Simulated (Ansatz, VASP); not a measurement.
# MoRu2 in VASP and in Ansatz

File INCAR:

```
SYSTEM = MoRu2
  ALGO = Normal
  EDIFF = 1E-6
  ENCUT = 520
  GGA = PE
  ISIF = 2
  ISMEAR = 0
  ISPIN = 2
  LASPH = .True.
  LCHARG = .False.
  LMAXMIX = 4
  LORBIT = 11
  LREAL = .False.
  LWAVE = .False.
  MAGMOM = 1 1 1
  NBANDS = 32
  NELM = 150
  PREC = Accurate
  SIGMA = 0.1
```

KPOINTS

```
k-points
0
Gamma
  6 6 6
  0 0 0
```

POSCAR

```
MoRu2
1.0
    0.0000000000      2.9382648299      2.9382648299
    2.9382648299      0.0000000000      2.9382648299
    2.9382648299      2.9382648299      0.0000000000
Mo Ru
1 2
Direct
    0.0000000000      0.0000000000      0.0000000000
    0.7500000000      0.7500000000      0.7500000000
    0.2500000000      0.2500000000      0.2500000000
```

Input for Ansatz:

```yaml
crystal:
  lattice:
    - [0.0, 2.9382648299, 2.9382648299]
    - [2.9382648299, 0.0, 2.9382648299]
    - [2.9382648299, 2.9382648299, 0.0]
  atoms:
    - { symbol: Mo, position: [0.0, 0.0, 0.0], spin: 1.0 }
    - { symbol: Ru, position: [0.75, 0.75, 0.75], spin: 1.0 }
    - { symbol: Ru, position: [0.25, 0.25, 0.25], spin: 1.0 }
basis:
  ecutwfc: 420
kpoints:
  mp_grid: { grid: [6, 6, 6] }
hamiltonian:
  xc: pbe
scf:
  occupations: { method: gaussian, width: 0.1 }
  lower_state_search: "off"
output:
  forces: true
  stress: true
  eigenvalues: true
  populations: true
magnetization:
  spin_polarized: true
```

Change from the starting cell: species swapped into the Ag2S type (Fm-3m, No. 225).

Alike in both runs: task single point; functional PBE; k mesh 6 × 6 × 6; occupations gaussian, width 0.1 eV; collinear spin.

|  | VASP | Ansatz |
| --- | --- | --- |
| version | VASP 6.6.1 | Ansatz 0.2.0 |
| potentials or method | VASP PAW PBE potentials, release 64 (Mo_sv, Ru_pv), cutoff 520 eV | scalar-relativistic, plane waves, PAW |
| valence electrons in the cell | 42 | 46 |

|  | VASP | Ansatz | Ansatz less VASP |
| --- | --- | --- | --- |
| gap on the k mesh at the Fermi level (eV) | none | none | - |
| pressure (GPa) | 0.6 | 0.3 | -0.26 |
| net moment per atom (μB) | 0.00 | 0.00 | 0.000 |

A gap of «none» marks a metal or a gap that the smearing closes. With one functional, cell and mesh, what is left measures potentials, basis and numerics. VASP's potentials hold 42 valence electrons a cell and Ansatz's 46, so a difference there can come from the potentials and not from the codes. Ansatz's warnings: seeded moment not kept.
